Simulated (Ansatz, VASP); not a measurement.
# CsH2: VASP beside Ansatz

```
CELL_PARAMETERS angstrom
3.97224 0.00000 0.00000
0.00000 3.97224 0.00000
0.00000 0.00000 7.82821
ATOMIC_POSITIONS crystal
Cs 0.00000 0.50000 0.75621
Cs 0.50000 0.00000 0.24379
H 0.00000 0.00000 0.00000
H 0.50000 0.50000 0.00000
H 0.00000 0.50000 0.09214
H 0.50000 0.00000 0.90786
```

Alike in both runs: functional PBE; k mesh 10 × 10 × 6; occupations gaussian, width 0.1 eV; no spin polarisation.

Ansatz relaxed the structure, and its values are those at the end. VASP's run is a single point on that final structure, the one shown.

|  | VASP | Ansatz |
| --- | --- | --- |
| version | VASP 6.6.1 | Ansatz 0.2.0 |
| potentials or method | VASP PAW PBE potentials, release 64 (Cs_sv, H), cutoff 520 eV | scalar-relativistic, plane waves, PAW |
| valence electrons in the cell | 22 | 22 |

|  | VASP | Ansatz | Ansatz less VASP |
| --- | --- | --- | --- |
| gap on the k mesh at the Fermi level (eV) | none | none | - |
| pressure (GPa) | 0.1 | 0.0 | -0.06 |
| rms of the force components (eV/Å) | 0.008 | 0.000 | -0.0074 |

A gap of «none» marks a metal or a gap that the smearing closes. With one functional, cell and mesh, what is left measures potentials, basis and numerics.

Spin-orbit coupling is off throughout.
